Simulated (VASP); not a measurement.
# TaN (Fmm2) in VASP: further runs

The runs below take TaN through single point, with PBE.

All numbers are computed with VASP 6.6.1; they aren't measurements. Logs are shortened: lines on timing, memory, paths and dates and some standing lists are left out, and cuts for length are marked.

## (1) The cell of the first run

The structure is orthorhombic, space group Fmm2 (No. 42). Conventional cell: a = 4.107 Å, b = 4.571 Å, c = 4.571 Å, α = 90.00°, β = 90.00°, γ = 90.00°. Within 2.7 Å of Ta (site symmetry mm2) lie 6 N at 2.06 to 2.39 Å. Within 2.7 Å of N (site symmetry mm2) lie 6 Ta at 2.06 to 2.39 Å.

## (2) Single point, PBE (atoms displaced along a vibrational mode, the cell strained)

Input file INCAR:

```
PREC = Accurate
ENCUT = 520
EDIFF = 1E-6
ISMEAR = 0
SIGMA = 0.15
LREAL = F
LASPH = T
NELM = 60
ALGO = Normal
ISIF = 2
LWAVE = F
LCHARG = F
GGA = PE
NBANDS = 15
```

Input file KPOINTS:

```
Automatic mesh
0
Gamma
  18 18 18
```

Input file POSCAR:

```
TaN
1.0
    0.0000000000      2.2853961859      2.0535443989
    2.2853961859      0.0000000000      2.0535443989
    2.2853961859      2.2853961859      0.0000000000
Ta N
1 1
Direct
    0.4984171920      0.5015828080      0.5015828080
    0.0204473300     -0.0204473300     -0.0204473300
```

Potentials or basis: VASP PAW PBE potentials, release 64 (Ta_pv, N).

Run with:

```bash
cat potpaw_PBE.64/Ta_pv/POTCAR potpaw_PBE.64/N/POTCAR > POTCAR
mpirun -np 1 vasp_std > vasp.out
```

OUTCAR:

```text
PREC = Accurate
   ENCUT = 520
   EDIFF = 1E-6
   ISMEAR = 0
   LREAL = F
   LASPH = T
   NELM = 60
   ISIF = 2
   GGA = PE

 ion  position               nearest neighbor table
   1  0.498  0.502  0.502-   2 2.06   2 2.06   2 2.18   2 2.29   2 2.29   2 2.39
   2  0.020  0.980  0.980-   1 2.06   1 2.06   1 2.18   1 2.29   1 2.29   1 2.39

  LATTYP: Found a body centered tetragonal cell.
 ALAT       =     3.2320382815
 C/A-ratio  =     1.2707426212

  Lattice vectors:

 A1 = (   0.0000000000,  -2.2853961859,  -2.0535443989)
 A2 = (   0.0000000000,   2.2853961859,  -2.0535443989)
 A3 = (   2.2853961859,   0.0000000000,   2.0535443989)

Analysis of symmetry for initial positions (statically):
=====================================================================
 Subroutine PRICEL returns:
 Original cell was already a primitive cell.

 Routine SETGRP: Setting up the symmetry group for a
 body centered tetragonal supercell.

 Subroutine GETGRP returns: Found  4 space group operations
 (whereof  4 operations were pure point group operations)
 out of a pool of 16 trial point group operations.

The static configuration has the point symmetry C_2v.

Analysis of symmetry for dynamics (positions and initial velocities):
=====================================================================
 Subroutine PRICEL returns:
 Original cell was already a primitive cell.

 Routine SETGRP: Setting up the symmetry group for a
 body centered tetragonal supercell.

 Subroutine GETGRP returns: Found  4 space group operations
 (whereof  4 operations were pure point group operations)
 out of a pool of 16 trial point group operations.

The dynamic configuration has the point symmetry C_2v.

 Subroutine INISYM returns: Found  4 space group operations
 (whereof  4 operations are pure point group operations),
 and found     1 'primitive' translations

----------------------------------------------------------------------------------------

                                     Primitive cell

  volume of cell :      21.4515

  direct lattice vectors                    reciprocal lattice vectors
     0.000000000  2.285396186  2.053544399    -0.218780447  0.218780447  0.243481466
     2.285396186  0.000000000  2.053544399     0.218780447 -0.218780447  0.243481466
     2.285396186  2.285396186  0.000000000     0.218780447  0.218780447 -0.243481466

  length of vectors
     3.072471371  3.072471371  3.232038281     0.393716894  0.393716894  0.393716894

  position of ions in fractional coordinates (direct lattice)
     0.498417192  0.501582808  0.501582808
     0.020447330  0.979552670  0.979552670

  ion indices of the primitive-cell ions
   primitive index   ion index
                 1           1
                 2           2

----------------------------------------------------------------------------------------

 KPOINTS: Automatic mesh

Automatic generation of k-mesh.
 Grid dimensions read from file:
 generate k-points for:   18   18   18

 Generating k-lattice:

  Cartesian coordinates                     Fractional coordinates (reciprocal lattice)
    -0.012154469  0.012154469  0.013526748     0.055555556  0.000000000  0.000000000
     0.012154469 -0.012154469  0.013526748     0.000000000  0.055555556  0.000000000
     0.012154469  0.012154469 -0.013526748     0.000000000  0.000000000  0.055555556

  Length of vectors
     0.021873161  0.021873161  0.021873161

  Shift w.r.t. Gamma in fractional coordinates (k-lattice)
     0.000000000  0.000000000  0.000000000

 Subroutine IBZKPT returns following result:
 ===========================================

 Found    865 irreducible k-points:

 Following reciprocal coordinates:
            Coordinates               Weight
  0.000000  0.000000  0.000000      1.000000
  0.055556 -0.000000  0.000000      8.000000
  0.111111 -0.000000  0.000000      8.000000
  0.166667 -0.000000  0.000000      8.000000
  0.222222 -0.000000  0.000000      8.000000
  0.277778  0.000000  0.000000      8.000000
[... 16 lines left out ...]
 -0.277778  0.055556  0.000000      8.000000
 -0.222222  0.055556  0.000000      8.000000
 [... further k-points ...]
   k-points           NKPTS =    865   k-points in BZ     NKDIM =    865   number of bands    NBANDS=     15
   number of dos      NEDOS =    301   number of ions     NIONS =      2
   total plane-waves  NPLWV =  13824
   dimension x,y,z NGX =    24 NGY =   24 NGZ =   24
   dimension x,y,z NGXF=    48 NGYF=   48 NGZF=   48
   ions per type =               1   1
   NGX,Y,Z   is equivalent  to a cutoff of  12.99, 12.99, 12.34 a.u.
   NGXF,Y,Z  is equivalent  to a cutoff of  25.97, 25.97, 24.69 a.u.
 SYSTEM =  unknown system
   PREC   = accura    normal or accurate (medium, high low for compatibility)
   ISTART =      0    job   : 0-new  1-cont  2-samecut
   ICHARG =      2    charge: 1-file 2-atom 10-const
   ISPIN  =      1    spin polarized calculation?
   LNONCOLLINEAR =      F non collinear calculations
   LSORBIT =      F    spin-orbit coupling
   LASPH  =      T    aspherical Exc in radial PAW
   ENCUT  =  520.0 eV  38.22 Ry    6.18 a.u.   5.71  5.71  6.01*2*pi/ulx,y,z
   NELM   =     60;   NELMIN=  2; NELMDL= -5     # of ELM steps
   EDIFF  = 0.1E-05   stopping-criterion for ELM
   LREAL  =      F    real-space projection
   EDIFFG = 0.1E-04   stopping-criterion for IOM
   NSW    =      0    number of steps for IOM
   IBRION =     -1    ionic relax: 0-MD 1-quasi-New 2-CG
   NFREE  =      0    steps in history (QN), initial steepest desc. (CG)
   ISIF   =      2    stress and relaxation
   ISYM   =      2    0-nonsym 1-usesym 2-fastsym
   POTIM  = 0.5000    time-step for ionic-motion
   TEBEG  =    0.0;   TEEND  =   0.0 temperature during run
   PSTRESS=    0.0 pullay stress
   NELECT =      16.0000    total number of electrons
   NUPDOWN=      -1.0000    fix difference up-down
   EMIN   =  10.00;   EMAX   =-10.00  energy-range for DOS
   EFERMI =   0.00;   METHOD = LEGACY
   ISMEAR =     0;   SIGMA  =   0.15  broadening in eV -4-tet -1-fermi 0-gaus
   EFERMI_NEDOS =   21; number of points for ismear=-14 and -15
   IALGO  =     38    algorithm
   IMIX   =      4    mixing-type and parameters
     AMIX     =   0.40;   BMIX     =  1.00
     AMIX_MAG =   1.60;   BMIX_MAG =  1.00
  volume/ion in A,a.u.               =      10.73        72.38
  Fermi-wavevector in a.u.,A,eV,Ry     =   1.484667  2.805614 29.990463  2.204237
  Thomas-Fermi vector in A             =   2.598175
   LORBIT       =      0    0 simple, 1 ext, 2 COOP (PROOUT), +10 PAW based schemes
   GGA     = PE    functional components
   LHFCALC =     F    Hartree Fock is set to
   AEXX    =    0.0000 exact exchange contribution
   IVDW    =     0    specifies the selected vdW correction
   LEPSILON=     F    determine dielectric tensor
   LRPA    =     F    only Hartree local field effects (RPA)
 non-spin polarized calculation
 Gauss-broadening in eV      SIGMA  =   0.15
  energy-cutoff  :      520.00
  volume of cell :       21.45
 maximum number of plane-waves:       590
   NGX = 11   NGY = 11   NGZ = 13

 number of electron      16.0000002 magnetization

 Free energy of the ion-electron system (eV)
  ---------------------------------------------------
  ext. energy  EPLUGINS =         0.00000000
  ---------------------------------------------------
  free energy    TOTEN  =       -21.49198405 eV

  energy without entropy =      -21.48197781  energy(sigma->0) =      -21.48698093

 E-fermi :   9.3865     XC(G=0): -13.3648

 val. band max:        9.3840225942   @ k =  -0.1111   0.0000   0.0556
 cond. band min:       9.3888448060   @ k =   0.0000  -0.1111   0.3333
 fundamental gap:      0.0048222118
 Fermi energy:         9.3864909588

 k-point     1 :       0.0000    0.0000    0.0000
  band No.  band energies     occupation
      1     -26.2985      2.00000
      2     -26.2924      2.00000
      3     -26.2724      2.00000
      4      -9.4041      2.00000
      5       5.2143      2.00000
      6       5.3544      2.00000
      7       5.5661      2.00000
      8       7.0521      2.00000
      9       7.5410      2.00000
     10       8.3901      2.00000
     11       8.5423      2.00000
     12       9.0490      1.99854
     13      12.9177      0.00000
     14      18.9561      0.00000
     15      21.8930      0.00000

 k-point     2 :       0.0556   -0.0000    0.0000
  band No.  band energies     occupation
      1     -26.3177      2.00000
      2     -26.2994      2.00000
      3     -26.2790      2.00000
      4      -9.3280      2.00000
      5       4.7933      2.00000
      6       5.0855      2.00000
      7       5.4821      2.00000
      8       7.1849      2.00000
      9       7.5964      2.00000
     10       8.3556      2.00000
     11       8.9239      1.99999
     12       9.3640      1.16769
     13      13.1685      0.00000
     14      19.1879      0.00000
     15      21.8929      0.00000

 k-point     3 :       0.1111   -0.0000    0.0000
  band No.  band energies     occupation
      1     -26.3936      2.00000
      2     -26.3127      2.00000
      3     -26.2830      2.00000
      4      -9.1060      2.00000
      5       4.0032      2.00000
      6       4.4983      2.00000
      7       5.0131      2.00000
      8       7.4936      2.00000
      9       7.8384      2.00000
     10       8.4204      2.00000
     11       9.7360      0.00099
     12      10.1009      0.00000
     13      13.8319      0.00000
     14      19.8363      0.00000
     15      21.8926      0.00000
[... 343 lines left out ...]
 k-point    23 :      -0.2778    0.0556    0.0000
  band No.  band energies     occupation
      1     -26.8203      2.00000
      2     -26.3815      2.00000
      3     -26.3252      2.00000
      4      -7.7664      2.00000
      5       1.0265      2.00000
      6       2.5779      2.00000
      7       3.2712      2.00000
      8       8.8015      2.00000
      9       9.3379      1.35317
     10      10.2027      0.00000
     11      13.3349      0.00000
     12      13.8302      0.00000
     13      15.7473      0.00000
     14      21.2975      0.00000
     15      21.9111      0.00000

 k-point    24 :      -0.2222    0.0556    0.0000
  band No.  band energies     occupation
      1     -26.6782      2.00000
      2     -26.3557      2.00000
      3     -26.3219      2.00000
      4      -8.2507      2.00000
      5       1.8286      2.00000
      6       3.0387      2.00000
      7       3.8620      2.00000
      8       8.2337      2.00000
      9       8.6892      2.00000
     10       9.7307      0.00117
     11      12.4743      0.00000
     12      12.8317      0.00000
     13      14.9290      0.00000
     14      21.6716      0.00000
     15      21.9073      0.00000

 [... further k-points ...]

------------------------ aborting loop because EDIFF is reached ----------------------------------------

  FORCE on cell =-STRESS in cart. coord.  units (eV):
  Direction    XX          YY          ZZ          XY          YZ          ZX
  --------------------------------------------------------------------------------------
  -------------------------------------------------------------------------------------
  Total       -1.0024575     -1.4593550      7.8589869      0.0000000      0.0000000      0.0000000
  in kB      -74.8720013   -108.9969768    586.9756157      0.0000000      0.0000000      0.0000000
  external PRESSURE =     134.3688792 kB  Pullay stress =       0.0000000 kB

 VOLUME and BASIS-vectors are now :
 -----------------------------------------------------------------------------
  energy-cutoff  :      520.00
  volume of cell :       21.45
      direct lattice vectors                 reciprocal lattice vectors
     0.000000000  2.285396186  2.053544399    -0.218780447  0.218780447  0.243481466
     2.285396186  0.000000000  2.053544399     0.218780447 -0.218780447  0.243481466
     2.285396186  2.285396186  0.000000000     0.218780447  0.218780447 -0.243481466

 POSITION                                       TOTAL-FORCE (eV/Angst)
 -----------------------------------------------------------------------------------
      2.29263      2.28540      2.05354        -0.263179      0.000000      0.000000
      4.47733      2.28540      2.05354         0.263179      0.000000      0.000000
 -----------------------------------------------------------------------------------
    total drift:                               -0.000009      0.000000      0.000000

  FREE ENERGIE OF THE ION-ELECTRON SYSTEM (eV)
  ---------------------------------------------------
  free  energy   TOTEN  =       -21.4919840497 eV

  energy  without entropy=      -21.4819778055  energy(sigma->0) =      -21.48698093
```

It took 80 s on 1 thread of Intel Xeon 6975P-C (Granite Rapids), shared host; peak memory 0.37 GiB.

What came out:

```yaml
Free_energy: -21.4920 eV
Pressure: 13.4 GPa
Largest_force: 0.263 eV/Å
Band_gap_on_the_k_mesh: zero (bands 8 and 9 overlap by 3.39 eV)
```

Forces in eV/Å, atoms in the order of the input:
```
Ta  -0.263  0.000  0.000
N    0.263  0.000  0.000
```

Caveat: the cell differs from its parent crystal (atoms displaced along a vibrational mode, the cell strained); the cell stands under pressure; spin-orbit coupling is left out, which moves the levels of the heavy elements.

## (3) Single point, PBE (atoms displaced along a vibrational mode, the cell strained)

Input file INCAR:

```
PREC     = Accurate       # precision mode
ENCUT    = 520            # plane-wave cutoff, eV
EDIFF    = 1E-7           # SCF threshold, eV
ISMEAR   = 0              # smearing method
SIGMA    = 0.15           # smearing width, eV
LREAL    = F              # projectors in reciprocal space
LASPH    = T              # aspherical terms in the spheres
NELM     = 100            # most SCF steps
ALGO     = Normal         # electronic algorithm
ISIF     = 2              # what is computed and relaxed
LWAVE    = F              # write WAVECAR
LCHARG   = F              # write CHGCAR
GGA      = PE             # functional
NBANDS   = 15             # bands
```

KPOINTS is that of step 2.

Input file POSCAR:

```
TaN
1.0
    0.0000000000      2.1308283279      2.3626801149
    2.1308283279      0.0000000000      2.3626801149
    2.1308283279      2.1308283279      0.0000000000
Ta N
1 1
Direct
    0.4984171920      0.5015828080      0.5015828080
    0.0204473300     -0.0204473300     -0.0204473300
```

Potentials or basis: VASP PAW PBE potentials, release 64 (Ta_pv, N).

Run with:

```bash
cat potpaw_PBE.64/Ta_pv/POTCAR potpaw_PBE.64/N/POTCAR > POTCAR
mpirun -np 1 vasp_std > vasp.out
```

OUTCAR:

```text
PREC = Accurate
   ENCUT = 520
   EDIFF = 1E-7
   ISMEAR = 0
   LREAL = F
   LASPH = T
   NELM = 100
   ISIF = 2
   GGA = PE

 ion  position               nearest neighbor table
   1  0.498  0.502  0.502-   2 2.04   2 2.13   2 2.13   2 2.22   2 2.36   2 2.36
   2  0.020  0.980  0.980-   1 2.04   1 2.13   1 2.13   1 2.22   1 2.36   1 2.36

  LATTYP: Found a body centered tetragonal cell.
 ALAT       =     3.0134463204
 C/A-ratio  =     1.5680917220

  Lattice vectors:

 A1 = (  -2.1308283279,   0.0000000000,   2.3626801149)
 A2 = (   2.1308283279,   0.0000000000,   2.3626801149)
 A3 = (   0.0000000000,   2.1308283279,  -2.3626801149)

Analysis of symmetry for initial positions (statically):
=====================================================================
 Subroutine PRICEL returns:
 Original cell was already a primitive cell.

 Routine SETGRP: Setting up the symmetry group for a
 body centered tetragonal supercell.

 Subroutine GETGRP returns: Found  4 space group operations
 (whereof  4 operations were pure point group operations)
 out of a pool of 16 trial point group operations.

[... 176 lines left out ...]
      6       5.2539      2.00000
      7       5.5357      2.00000
      8       7.0853      2.00000
      9       7.8764      2.00000
     10       7.8785      2.00000
     11       8.0259      2.00000
     12      10.4246      0.00000
     13      12.1040      0.00000
     14      18.9410      0.00000
[... 401 lines left out ...]
      2     -26.4092      2.00000
      3     -26.2766      2.00000
      4      -8.0064      2.00000
      5       1.7257      2.00000
      6       3.0388      2.00000
      7       3.1391      2.00000
      8       8.5862      2.00000
      9       9.0063      1.99893
     10       9.4161      0.55387
     11      10.6339      0.00000
     12      14.9844      0.00000
     13      15.3023      0.00000
     14      21.7386      0.00000
     15      21.8836      0.00000

 [... further k-points ...]

------------------------ aborting loop because EDIFF is reached ----------------------------------------

  FORCE on cell =-STRESS in cart. coord.  units (eV):
  Direction    XX          YY          ZZ          XY          YZ          ZX
  --------------------------------------------------------------------------------------
  -------------------------------------------------------------------------------------
  Total        3.8696316      3.2081780     -1.9536409      0.0000000      0.0000000      0.0000000
  in kB      288.9670728    239.5726295   -145.8893104      0.0000000      0.0000000      0.0000000
  external PRESSURE =     127.5501306 kB  Pullay stress =       0.0000000 kB

 VOLUME and BASIS-vectors are now :
 -----------------------------------------------------------------------------
  energy-cutoff  :      520.00
  volume of cell :       21.46
      direct lattice vectors                 reciprocal lattice vectors
     0.000000000  2.130828328  2.362680115    -0.234650532  0.234650532  0.211624078
     2.130828328  0.000000000  2.362680115     0.234650532 -0.234650532  0.211624078
     2.130828328  2.130828328  0.000000000     0.234650532  0.234650532 -0.211624078

 POSITION                                       TOTAL-FORCE (eV/Angst)
 -----------------------------------------------------------------------------------
      2.13757      2.13083      2.36268        -1.281796      0.000000      0.000000
      4.17452      2.13083      2.36268         1.281796      0.000000      0.000000
 -----------------------------------------------------------------------------------
    total drift:                               -0.000048      0.000000      0.000000

  FREE ENERGIE OF THE ION-ELECTRON SYSTEM (eV)
  ---------------------------------------------------
  free  energy   TOTEN  =       -21.5652787056 eV

  energy  without entropy=      -21.5551214261  energy(sigma->0) =      -21.56020007
```

It took 86 s on 1 thread of Intel Xeon 6975P-C (Granite Rapids), shared host; peak memory 0.37 GiB.

What came out:

| Quantity | Value |
| --- | --- |
| Free energy | -21.5653 eV |
| Pressure | 12.8 GPa |
| Largest force | 1.282 eV/Å |
| Band gap on the k mesh | zero (bands 8 and 9 overlap by 3.47 eV) |

Forces in eV/Å, atoms in the order of the input:
```
Ta  -1.282  0.000  0.000
N    1.282  0.000  0.000
```

Stress tensor (GPa, compression positive):
```
 28.90   0.00   0.00
  0.00  23.96   0.00
  0.00   0.00 -14.59
```

Caveat: the cell differs from its parent crystal (atoms displaced along a vibrational mode, the cell strained); the cell stands under pressure; spin-orbit coupling is left out, which moves the levels of the heavy elements; forces of over 1 eV/Å act on the atoms, so gaps and moduli don't describe the material at rest.
